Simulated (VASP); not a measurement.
# PbSe (R-3m) in VASP: notebook

The runs below take PbSe through electric field gradients, with PBE.

Everything below comes from runs of VASP 6.6.1. Logs are shortened: lines on timing, memory, paths and dates and some standing lists are left out, and cuts for length are marked.

## Step 1: The cell of the first run

The structure is trigonal, space group R-3m (No. 166). Conventional cell: a = 4.287 Å, b = 4.287 Å, c = 10.820 Å, α = 90.00°, β = 90.00°, γ = 120.00°. Within 4.0 Å of Pb (site symmetry -3m) lie 6 Se at 3.06 Å. Within 4.0 Å of Se (site symmetry -3m) lie 6 Pb at 3.06 Å.

## Step 2: Electric field gradients, PBE (equal xy, yz and zx shear strains of +2 %)

File INCAR:

```
SYSTEM = PbSe
ALGO     = Normal         ! electronic algorithm
EDIFF    = 1E-8           ! SCF threshold, eV
ENCUT    = 520            ! plane-wave cutoff, eV
GGA      = PE             ! functional
ISIF     = 2              ! what is computed and relaxed
ISMEAR   = -1             ! smearing method
LASPH    = .True.         ! aspherical terms in the spheres
LCHARG   = .False.        ! write CHGCAR
LEFG     = .True.       
LREAL    = .False.        ! projectors in reciprocal space
LWAVE    = .False.        ! write WAVECAR
NBANDS   = 17             ! bands
NELM     = 60             ! most SCF steps
PREC     = Accurate       ! precision mode
SIGMA    = 0.01           ! smearing width, eV
```

File KPOINTS:

```
k-points
0
Gamma
  9 9 9
  0 0 0
```

File POSCAR:

```
PbSe
1.0
    0.0612430000      3.0927715000      3.0927715000
    3.0927715000      0.0612430000      3.0927715000
    3.0927715000      3.0927715000      0.0612430000
Pb Se
1 1
Direct
    0.0000000000      0.0000000000      0.0000000000
    0.5000000000      0.5000000000      0.5000000000
```

Potentials or basis: VASP PAW PBE potentials, release 64 (Pb_d, Se).

Run with:

```sh
> cat potpaw_PBE.64/Pb_d/POTCAR potpaw_PBE.64/Se/POTCAR > POTCAR
> mpirun -np 1 vasp_std > vasp.out
```

OUTCAR:

```text
SYSTEM = PbSe
   EDIFF = 1E-8
   ENCUT = 520
   GGA = PE
   ISIF = 2
   ISMEAR = -1
   LASPH = .True.
   LREAL = .False.
   NELM = 60
   PREC = Accurate

 ion  position               nearest neighbor table
   1  0.000  0.000  0.000-   2 3.06   2 3.06   2 3.06   2 3.06   2 3.06   2 3.06
   2  0.500  0.500  0.500-   1 3.06   1 3.06   1 3.06   1 3.06   1 3.06   1 3.06

  LATTYP: Found a trigonal (rhomboedric) cell.
 ALAT       =     4.3742681454
 COS(alpha) =     0.5197000882

  Lattice vectors:

 A1 = (   0.0612430000,   3.0927715000,   3.0927715000)
 A2 = (   3.0927715000,   0.0612430000,   3.0927715000)
 A3 = (   3.0927715000,   3.0927715000,   0.0612430000)

Analysis of symmetry for initial positions (statically):
=====================================================================
 Subroutine PRICEL returns:
 Original cell was already a primitive cell.

 Routine SETGRP: Setting up the symmetry group for a
 trigonal (rhombohedral) supercell.

 Subroutine GETGRP returns: Found 12 space group operations
 (whereof 12 operations were pure point group operations)
 out of a pool of 12 trial point group operations.

The static configuration has the point symmetry D_3d.

Analysis of symmetry for dynamics (positions and initial velocities):
=====================================================================
 Subroutine PRICEL returns:
 Original cell was already a primitive cell.

 Routine SETGRP: Setting up the symmetry group for a
 trigonal (rhombohedral) supercell.

 Subroutine GETGRP returns: Found 12 space group operations
 (whereof 12 operations were pure point group operations)
 out of a pool of 12 trial point group operations.

The dynamic configuration has the point symmetry D_3d.

 Subroutine INISYM returns: Found 12 space group operations
 (whereof 12 operations are pure point group operations),
 and found     1 'primitive' translations

----------------------------------------------------------------------------------------

                                     Primitive cell

  volume of cell :      57.4090

  direct lattice vectors                    reciprocal lattice vectors
     0.061243000  3.092771500  3.092771500    -0.166550293  0.163316307  0.163316307
     3.092771500  0.061243000  3.092771500     0.163316307 -0.166550293  0.163316307
     3.092771500  3.092771500  0.061243000     0.163316307  0.163316307 -0.166550293
[... 117 lines left out ...]
  volume of cell :       57.41
 maximum number of plane-waves:      1563
 NGX is ok and might be reduce to    36
   NGX = 17   NGY = 17   NGZ = 17

 number of electron      19.9999999 magnetization

 Free energy of the ion-electron system (eV)
  ---------------------------------------------------
  ext. energy  EPLUGINS =         0.00000000
  ---------------------------------------------------
  free energy    TOTEN  =        -8.17559351 eV

  energy without entropy =       -8.17559351  energy(sigma->0) =       -8.17559351

 E-fermi :   5.2635     XC(G=0):  -9.5255

 val. band max:        4.9883518114   @ k =   0.4444   0.4444   0.4444
 cond. band min:       5.5087333056   @ k =   0.4444  -0.0000   0.0000
 fundamental gap:      0.5203814942
 Fermi energy:         5.2634826550

 k-point     1 :       0.0000    0.0000    0.0000
  band No.  band energies     occupation
      1     -11.7875      2.00000
      2     -11.7875      2.00000
      3     -11.7812      2.00000
      4     -11.7753      2.00000
      5     -11.7753      2.00000
      6      -8.5279      2.00000
[... 457 lines left out ...]
      4     -11.7418      2.00000
      5     -11.7376      2.00000
      6      -7.1537      2.00000
[... 9 lines left out ...]
     16      16.5130      0.00000
     17      17.4294      0.00000

 [... further k-points ...]
[... 5 lines left out ...]
  --------------------------------------------------------------------------------------
  -------------------------------------------------------------------------------------
  Total        0.8302322      0.8302322      0.8302322     -0.1260579     -0.1260579     -0.1260579
  in kB       23.1702228     23.1702228     23.1702228     -3.5180393     -3.5180393     -3.5180393
  external PRESSURE =      23.1702228 kB  Pullay stress =       0.0000000 kB

 VOLUME and BASIS-vectors are now :
 -----------------------------------------------------------------------------
  energy-cutoff  :      520.00
  volume of cell :       57.41
      direct lattice vectors                 reciprocal lattice vectors
     0.061243000  3.092771500  3.092771500    -0.166550293  0.163316307  0.163316307
     3.092771500  0.061243000  3.092771500     0.163316307 -0.166550293  0.163316307
     3.092771500  3.092771500  0.061243000     0.163316307  0.163316307 -0.166550293

 POSITION                                       TOTAL-FORCE (eV/Angst)
 -----------------------------------------------------------------------------------
      0.00000      0.00000      0.00000        -0.000000     -0.000000     -0.000000
      3.12339      3.12339      3.12339         0.000000      0.000000      0.000000
 -----------------------------------------------------------------------------------
    total drift:                               -0.000000      0.000000      0.000000

  FREE ENERGIE OF THE ION-ELECTRON SYSTEM (eV)
  ---------------------------------------------------
  free  energy   TOTEN  =        -8.1755935106 eV

  energy  without entropy=       -8.1755935106  energy(sigma->0) =       -8.17559351

 Electric field gradients (V/A^2)
---------------------------------------------------------------------
 ion       V_xx      V_yy      V_zz      V_xy      V_xz      V_yz
---------------------------------------------------------------------
   1       0.000     0.000    -0.000    -1.876    -1.876    -1.876
   2       0.000     0.000     0.000     6.888     6.888     6.888
---------------------------------------------------------------------

 Electric field gradients after diagonalization (V/A^2)
 (convention: |V_zz| > |V_xx| > |V_yy|)
----------------------------------------------------------------------
 ion       V_xx      V_yy      V_zz     asymmetry (V_yy - V_xx)/ V_zz
----------------------------------------------------------------------
   1       1.876     1.876    -3.753       0.000
   2      -6.888    -6.888    13.775       0.000
----------------------------------------------------------------------

           NMR quadrupolar parameters

 Cq : quadrupolar parameter    Cq=e*Q*V_zz/h
 eta: asymmetry parameters     (V_yy - V_xx)/ V_zz
 Q  : nuclear electric quadrupole moment in mb (millibarn)
----------------------------------------------------------------------
 ion       Cq(MHz)       eta       Q (mb)
----------------------------------------------------------------------
   1      -0.009       0.000       1.000
   2       0.033       0.000       1.000
----------------------------------------------------------------------
```

OSZICAR:

```text
N       E                     dE             d eps       ncg     rms          rms(c)
DAV:   1     0.155938507665E+03    0.15594E+03   -0.95256E+03  2914   0.120E+03
DAV:   2     0.306454134668E+01   -0.15287E+03   -0.14786E+03  3102   0.309E+02
DAV:   3    -0.819174412904E+01   -0.11256E+02   -0.11083E+02  3640   0.887E+01
DAV:   4    -0.845721160031E+01   -0.26547E+00   -0.26526E+00  3543   0.151E+01
DAV:   5    -0.846606134580E+01   -0.88497E-02   -0.88491E-02  4121   0.270E+00    0.277E+00
DAV:   6    -0.817732366527E+01    0.28874E+00   -0.71104E-01  4393   0.577E+00    0.156E+00
DAV:   7    -0.817256613443E+01    0.47575E-02   -0.12195E-01  3484   0.168E+00    0.858E-01
DAV:   8    -0.817599279051E+01   -0.34267E-02   -0.13409E-02  3447   0.126E+00    0.166E-01
DAV:   9    -0.817551947337E+01    0.47332E-03   -0.28849E-03  4471   0.523E-01    0.513E-02
DAV:  10    -0.817558649301E+01   -0.67020E-04   -0.23002E-04  3304   0.867E-02    0.191E-02
DAV:  11    -0.817559349935E+01   -0.70063E-05   -0.62011E-05  3798   0.787E-02    0.876E-03
DAV:  12    -0.817559347190E+01    0.27452E-07   -0.33633E-06  3738   0.125E-02    0.250E-03
DAV:  13    -0.817559348372E+01   -0.11820E-07   -0.17785E-07  3744   0.391E-03    0.788E-04
DAV:  14    -0.817559350784E+01   -0.24115E-07   -0.11555E-07  3176   0.219E-03    0.285E-04
DAV:  15    -0.817559351056E+01   -0.27235E-08   -0.34083E-09  2977   0.411E-04
   1 F= -.81755935E+01 E0= -.81755935E+01  d E =-.955856E-13
```

stdout:

```text
POSCAR found type information on POSCAR PbSe
 POSCAR found :  2 types and       2 ions
 scaLAPACK will be used
 LDA part: xc-table for (Slater+PW92), standard interpolation
 POSCAR, INCAR and KPOINTS ok, starting setup
 FFT: planning ... GRIDC
 FFT: planning ... GRID_SOFT
 FFT: planning ... GRID
 WAVECAR not read
 entering main loop
ion   1

ion   2
```

Wall time 73 s (1 thread of Intel Xeon Platinum 8375C at 2.90GHz (Ice Lake), shared host); peak memory 0.25 GiB.

Results:

```yaml
Free_energy: -8.1756 eV
Pressure: 2.3 GPa
Band_gap_on_the_k_mesh: 0.52 eV, indirect (least direct gap 0.67 eV)
```

Stress tensor (GPa, compression positive):
```
 2.32 -0.35 -0.35
-0.35  2.32 -0.35
-0.35 -0.35  2.32
```

Electric field gradients, principal values (V/Å²):
| atom | least | middle | greatest (by size) |
| --- | --- | --- | --- |
| 1 Pb | 1.876 | 1.876 | -3.753 |
| 2 Se | -6.888 | -6.888 | 13.775 |

Caveat: the cell differs from its parent crystal (equal xy, yz and zx shear strains of +2 %); without QUAD_EFG the Cq values of the log hold for a quadrupole moment of 1 mb, not for the nuclei; spin-orbit coupling is left out, which moves the levels of the heavy elements.

## Step 3: Electric field gradients, PBE (equal xy, yz and zx shear strains of -2 %)

File INCAR:

```
PREC     = Accurate       # precision mode
ENCUT    = 520            # plane-wave cutoff, eV
EDIFF    = 1E-8           # SCF threshold, eV
ISMEAR   = -1             # smearing method
SIGMA    = 0.01           # smearing width, eV
LREAL    = False          # projectors in reciprocal space
LASPH    = True           # aspherical terms in the spheres
NELM     = 60             # most SCF steps
ALGO     = Normal         # electronic algorithm
ISIF     = 2              # what is computed and relaxed
LWAVE    = False          # write WAVECAR
LCHARG   = False          # write CHGCAR
GGA      = PE             # functional
LEFG     = True         
NBANDS   = 17             # bands
```

File KPOINTS:

```
Automatic mesh
0
Gamma
  9 9 9
```

File POSCAR:

```
PbSe
1.0
   -0.0612430000      3.0315285000      3.0315285000
    3.0315285000     -0.0612430000      3.0315285000
    3.0315285000      3.0315285000     -0.0612430000
Pb Se
1 1
Direct
    0.0000000000      0.0000000000      0.0000000000
    0.5000000000      0.5000000000      0.5000000000
```

Potentials or basis: VASP PAW PBE potentials, release 64 (Pb_d, Se).

Run with:

```sh
> cat potpaw_PBE.64/Pb_d/POTCAR potpaw_PBE.64/Se/POTCAR > POTCAR
> mpirun -np 1 vasp_std > vasp.out
```

OUTCAR:

```text
PREC = Accurate
   ENCUT = 520
   EDIFF = 1E-8
   ISMEAR = -1
   LREAL = False
   LASPH = True
   NELM = 60
   ISIF = 2
   GGA = PE

 ion  position               nearest neighbor table
   1  0.000  0.000  0.000-   2 3.06   2 3.06   2 3.06   2 3.06   2 3.06   2 3.06
   2  0.500  0.500  0.500-   1 3.06   1 3.06   1 3.06   1 3.06   1 3.06   1 3.06

  LATTYP: Found a trigonal (rhomboedric) cell.
 ALAT       =     4.2876661248
 COS(alpha) =     0.4797000918

  Lattice vectors:

 A1 = (  -0.0612430000,   3.0315285000,   3.0315285000)
 A2 = (   3.0315285000,  -0.0612430000,   3.0315285000)
[... 692 lines left out ...]
  free  energy   TOTEN  =        -8.1757434913 eV

  energy  without entropy=       -8.1757434913  energy(sigma->0) =       -8.17574349

 Electric field gradients (V/A^2)
---------------------------------------------------------------------
 ion       V_xx      V_yy      V_zz      V_xy      V_xz      V_yz
---------------------------------------------------------------------
   1       0.000     0.000    -0.000     2.176     2.176     2.176
   2      -0.000     0.000    -0.000    -6.858    -6.858    -6.858
---------------------------------------------------------------------

 Electric field gradients after diagonalization (V/A^2)
 (convention: |V_zz| > |V_xx| > |V_yy|)
----------------------------------------------------------------------
 ion       V_xx      V_yy      V_zz     asymmetry (V_yy - V_xx)/ V_zz
----------------------------------------------------------------------
   1      -2.176    -2.176     4.353       0.000
   2       6.858     6.858   -13.716       0.000
----------------------------------------------------------------------

           NMR quadrupolar parameters

 Cq : quadrupolar parameter    Cq=e*Q*V_zz/h
 eta: asymmetry parameters     (V_yy - V_xx)/ V_zz
 Q  : nuclear electric quadrupole moment in mb (millibarn)
----------------------------------------------------------------------
 ion       Cq(MHz)       eta       Q (mb)
----------------------------------------------------------------------
   1       0.011       0.000       1.000
   2      -0.033       0.000       1.000
----------------------------------------------------------------------
```

Run time: 49 s. Hardware: 1 thread of Intel Xeon Platinum 8375C at 2.90GHz (Ice Lake), shared host; peak memory 0.23 GiB.

Results:

| Property | Result |
| --- | --- |
| Free energy | -8.1757 eV |
| Pressure | 2.3 GPa |
| Band gap on the k mesh | 0.51 eV, indirect (least direct gap 0.66 eV) |

Electric field gradients, principal values (V/Å²):
```
atom   least  middle  greatest (by size)
1 Pb  -2.176  -2.176               4.353
2 Se   6.858   6.858             -13.716
```

Caveat: the cell differs from its parent crystal (equal xy, yz and zx shear strains of -2 %); without QUAD_EFG the Cq values of the log hold for a quadrupole moment of 1 mb, not for the nuclei; spin-orbit coupling is left out, which moves the levels of the heavy elements. A k mesh can miss the band edges.

[end of part 1 of 2]
